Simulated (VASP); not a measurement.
# ZrC (P6_3/mmc) in VASP: a series of runs, part 2 of 4

VASP 6.6.1. Earlier steps stand in the parts before.

### 3 Single point, PBEsol

This run uses another cell than the first one, of 14.25 Å³/atom, 1.040 times its volume.

Contents of INCAR:

```
SYSTEM = ZrC
ALGO     = Normal         ! electronic algorithm
EDIFF    = 1E-7           ! SCF threshold, eV
ENCUT    = 520            ! plane-wave cutoff, eV
GGA      = PS             ! functional
ISIF     = 2              ! what is computed and relaxed
ISMEAR   = -1             ! smearing method
LASPH    = .TRUE.         ! aspherical terms in the spheres
LCHARG   = .TRUE.         ! write CHGCAR
LELF     = .TRUE.         ! ELF
LREAL    = .FALSE.        ! projectors in reciprocal space
LVHAR    = .TRUE.       
LWAVE    = .FALSE.        ! write WAVECAR
NBANDS   = 24             ! bands
NELM     = 60             ! most SCF steps
PREC     = Accurate       ! precision mode
SIGMA    = 0.05           ! smearing width, eV
```

Contents of KPOINTS:

```
k-points
0
G
  9 9 5
  0 0 0
```

Contents of POSCAR:

```
ZrC
1.0
    3.5271353227      0.0000000000      0.0000000000
   -1.7635676613      3.0545887920      0.0000000000
    0.0000000000      0.0000000000      5.2900530000
Zr C
2 2
Direct
    0.6666666667      0.3333333333      0.7500000000
    0.3333333333      0.6666666667      0.2500000000
    0.0000000000      0.0000000000      0.5000000000
    0.0000000000      0.0000000000      0.0000000000
```

Potentials or basis: VASP PAW PBE potentials, release 64 (Zr_sv, C).

Run with:

```console
cat potpaw_PBE.64/Zr_sv/POTCAR potpaw_PBE.64/C/POTCAR > POTCAR
mpirun -np 1 vasp_std > vasp.out
```

OUTCAR:

```text
SYSTEM = ZrC
   EDIFF = 1E-7
   ENCUT = 520
   GGA = PS
   ISIF = 2
   ISMEAR = -1
   LASPH = .TRUE.
   LREAL = .FALSE.
   NELM = 60
   PREC = Accurate

 ion  position               nearest neighbor table
   1  0.667  0.333  0.750-   3 2.43   4 2.43   3 2.43   4 2.43   3 2.43   4 2.43   2 3.34   2 3.34
                             2 3.34   2 3.34   2 3.34   2 3.34
   2  0.333  0.667  0.250-   3 2.43   4 2.43   3 2.43   4 2.43   3 2.43   4 2.43   1 3.34   1 3.34
                             1 3.34   1 3.34   1 3.34   1 3.34
   3  0.000  0.000  0.500-   1 2.43   2 2.43   2 2.43   1 2.43   1 2.43   2 2.43
   4  0.000  0.000  0.000-   1 2.43   2 2.43   2 2.43   1 2.43   1 2.43   2 2.43

  LATTYP: Found a hexagonal cell.
 ALAT       =     3.5271353227
 C/A-ratio  =     1.4998157190

  Lattice vectors:

 A1 = (   3.5271353227,   0.0000000000,   0.0000000000)
 A2 = (  -1.7635676613,   3.0545887920,   0.0000000000)
 A3 = (   0.0000000000,   0.0000000000,   5.2900530000)

Analysis of symmetry for initial positions (statically):
=====================================================================
 Subroutine PRICEL returns:
 Original cell was already a primitive cell.

 Routine SETGRP: Setting up the symmetry group for a
 hexagonal supercell.

 Subroutine GETGRP returns: Found 24 space group operations
 (whereof 12 operations were pure point group operations)
 out of a pool of 24 trial point group operations.

The static configuration has the point symmetry D_3d.
 The point group associated with its full space group is D_6h.

Analysis of symmetry for dynamics (positions and initial velocities):
=====================================================================
 Subroutine PRICEL returns:
 Original cell was already a primitive cell.

 Routine SETGRP: Setting up the symmetry group for a
 hexagonal supercell.

 Subroutine GETGRP returns: Found 24 space group operations
 (whereof 12 operations were pure point group operations)
 out of a pool of 24 trial point group operations.

The dynamic configuration has the point symmetry D_3d.
 The point group associated with its full space group is D_6h.

 Subroutine INISYM returns: Found 24 space group operations
 (whereof 12 operations are pure point group operations),
 and found     1 'primitive' translations

----------------------------------------------------------------------------------------

                                     Primitive cell

  volume of cell :      56.9948

  direct lattice vectors                    reciprocal lattice vectors
     3.527135323  0.000000000  0.000000000     0.283516199  0.163688154  0.000000000
    -1.763567661  3.054588792  0.000000000     0.000000000  0.327376308  0.000000000
     0.000000000  0.000000000  5.290053000     0.000000000  0.000000000  0.189034023

  length of vectors
     3.527135323  3.527135323  5.290053000     0.327376308  0.327376308  0.189034023

  position of ions in fractional coordinates (direct lattice)
     0.666666667  0.333333333  0.750000000
     0.333333333  0.666666667  0.250000000
     0.000000000  0.000000000  0.500000000
     0.000000000  0.000000000  0.000000000

  ion indices of the primitive-cell ions
   primitive index   ion index
                 1           1
                 2           2
                 3           3
                 4           4

----------------------------------------------------------------------------------------

 KPOINTS: k-points

Automatic generation of k-mesh.
 Grid dimensions read from file:
 generate k-points for:    9    9    5

 Generating k-lattice:

  Cartesian coordinates                     Fractional coordinates (reciprocal lattice)
     0.031501800  0.018187573  0.000000000     0.111111111  0.000000000  0.000000000
     0.000000000  0.036375145  0.000000000     0.000000000  0.111111111  0.000000000
     0.000000000  0.000000000  0.037806805     0.000000000  0.000000000  0.200000000

  Length of vectors
     0.036375145  0.036375145  0.037806805

  Shift w.r.t. Gamma in fractional coordinates (k-lattice)
     0.000000000  0.000000000  0.000000000

 Subroutine IBZKPT returns following result:
 ===========================================

 Found     36 irreducible k-points:

 Following reciprocal coordinates:
            Coordinates               Weight
  0.000000  0.000000  0.000000      1.000000
  0.111111  0.000000  0.000000      6.000000
  0.222222  0.000000  0.000000      6.000000
  0.333333  0.000000  0.000000      6.000000
  0.444444  0.000000  0.000000      6.000000
  0.111111  0.111111  0.000000      6.000000
[... 16 lines left out ...]
  0.333333  0.222222  0.200000     24.000000
  0.333333  0.333333  0.200000      4.000000
 [... further k-points ...]
   k-points           NKPTS =     36   k-points in BZ     NKDIM =     36   number of bands    NBANDS=     24
   number of dos      NEDOS =    301   number of ions     NIONS =      4
   total plane-waves  NPLWV =  31360
   dimension x,y,z NGX =    28 NGY =   28 NGZ =   40
   dimension x,y,z NGXF=    56 NGYF=   56 NGZF=   80
   ions per type =               2   2
   NGX,Y,Z   is equivalent  to a cutoff of  13.20, 13.20, 12.57 a.u.
   NGXF,Y,Z  is equivalent  to a cutoff of  26.39, 26.39, 25.14 a.u.
 SYSTEM =  ZrC
   PREC   = accura    normal or accurate (medium, high low for compatibility)
   ISTART =      0    job   : 0-new  1-cont  2-samecut
   ICHARG =      2    charge: 1-file 2-atom 10-const
   ISPIN  =      1    spin polarized calculation?
   LNONCOLLINEAR =      F non collinear calculations
   LSORBIT =      F    spin-orbit coupling
   LASPH  =      T    aspherical Exc in radial PAW
   ENCUT  =  520.0 eV  38.22 Ry    6.18 a.u.   6.56  6.56  9.84*2*pi/ulx,y,z
   NELM   =     60;   NELMIN=  2; NELMDL= -5     # of ELM steps
   EDIFF  = 0.1E-06   stopping-criterion for ELM
   LREAL  =      F    real-space projection
   EDIFFG = 0.1E-05   stopping-criterion for IOM
   NSW    =      0    number of steps for IOM
   IBRION =     -1    ionic relax: 0-MD 1-quasi-New 2-CG
   NFREE  =      0    steps in history (QN), initial steepest desc. (CG)
   ISIF   =      2    stress and relaxation
   ISYM   =      2    0-nonsym 1-usesym 2-fastsym
   POTIM  = 0.5000    time-step for ionic-motion
   TEBEG  =    0.0;   TEEND  =   0.0 temperature during run
   PSTRESS=    0.0 pullay stress
   NELECT =      32.0000    total number of electrons
   NUPDOWN=      -1.0000    fix difference up-down
   EMIN   =  10.00;   EMAX   =-10.00  energy-range for DOS
   EFERMI =   0.00;   METHOD = LEGACY
   ISMEAR =    -1;   SIGMA  =   0.05  broadening in eV -4-tet -1-fermi 0-gaus
   EFERMI_NEDOS =   21; number of points for ismear=-14 and -15
   IALGO  =     38    algorithm
   IMIX   =      4    mixing-type and parameters
     AMIX     =   0.40;   BMIX     =  1.00
     AMIX_MAG =   1.60;   BMIX_MAG =  1.00
  volume/ion in A,a.u.               =      14.25        96.15
  Fermi-wavevector in a.u.,A,eV,Ry     =   1.350558  2.552184 24.817115  1.824006
  Thomas-Fermi vector in A             =   2.478052
   LORBIT       =      0    0 simple, 1 ext, 2 COOP (PROOUT), +10 PAW based schemes
   GGA     = PS    functional components
   LHFCALC =     F    Hartree Fock is set to
   AEXX    =    0.0000 exact exchange contribution
   IVDW    =     0    specifies the selected vdW correction
   LEPSILON=     F    determine dielectric tensor
   LRPA    =     F    only Hartree local field effects (RPA)
 non-spin polarized calculation
  energy-cutoff  :      520.00
  volume of cell :       56.99
 maximum number of plane-waves:      1557
 NGX is ok and might be reduce to    28
   NGX = 13   NGY = 13   NGZ = 19

 number of electron      31.9999998 magnetization

 Free energy of the ion-electron system (eV)
  ---------------------------------------------------
  ext. energy  EPLUGINS =         0.00000000
  ---------------------------------------------------
  free energy    TOTEN  =       -40.02026059 eV

  energy without entropy =      -40.01461536  energy(sigma->0) =      -40.01743797

 E-fermi :   8.9639     XC(G=0): -11.8291

 val. band max:        8.8547417020   @ k =   0.1111   0.1111   0.2000
 cond. band min:       8.9852336710   @ k =   0.3333   0.3333   0.2000
 fundamental gap:      0.1304919690
 Fermi energy:         8.9638734442

 k-point     1 :       0.0000    0.0000    0.0000
  band No.  band energies     occupation
      1     -39.7564      2.00000
      2     -39.6644      2.00000
      3     -18.1961      2.00000
      4     -17.6780      2.00000
      5     -17.6780      2.00000
      6     -17.5816      2.00000
[... 637 lines left out ...]
     23      15.1436      0.00000
     24      15.4353      0.00000

 [... further k-points ...]
[... 5 lines left out ...]
  --------------------------------------------------------------------------------------
  -------------------------------------------------------------------------------------
  Total       -8.3745110     -8.3745110     -5.7969815     -0.0000000      0.0000000      0.0000000
  in kB     -235.4155462   -235.4155462   -162.9587176     -0.0000000      0.0000000      0.0000000
  external PRESSURE =    -211.2632700 kB  Pullay stress =       0.0000000 kB

 VOLUME and BASIS-vectors are now :
 -----------------------------------------------------------------------------
  energy-cutoff  :      520.00
  volume of cell :       56.99
      direct lattice vectors                 reciprocal lattice vectors
     3.527135323  0.000000000  0.000000000     0.283516199  0.163688154  0.000000000
    -1.763567661  3.054588792  0.000000000     0.000000000  0.327376308  0.000000000
     0.000000000  0.000000000  5.290053000     0.000000000  0.000000000  0.189034023

 POSITION                                       TOTAL-FORCE (eV/Angst)
 -----------------------------------------------------------------------------------
      1.76357      1.01820      3.96754        -0.000000      0.000000      0.000000
     -0.00000      2.03639      1.32251         0.000000      0.000000      0.000000
      0.00000      0.00000      2.64503         0.000000      0.000000      0.000000
      0.00000      0.00000      0.00000         0.000000      0.000000      0.000000
 -----------------------------------------------------------------------------------
    total drift:                               -0.000000      0.000000     -0.000000

  FREE ENERGIE OF THE ION-ELECTRON SYSTEM (eV)
  ---------------------------------------------------
  free  energy   TOTEN  =       -40.0202605894 eV

  energy  without entropy=      -40.0146153571  energy(sigma->0) =      -40.01743797
```

It took 34 s on 1 thread of Intel Xeon 6975P-C (Granite Rapids), shared host; peak memory 0.19 GiB.

What came out:

```
Free energy            : -40.0203 eV
Pressure               : -21.1 GPa
Band gap on the k mesh : zero (band 16 reaches 9.76 eV, above the bottom of band 17 at 8.85 eV)
```

Stress tensor (GPa, compression positive):
```
-23.54   0.00   0.00
  0.00 -23.54   0.00
  0.00   0.00 -16.30
```

Caveat: the PAW data sets were made with another functional, which shifts forces and pressure a little.

(Continued in part 3 of 4.)
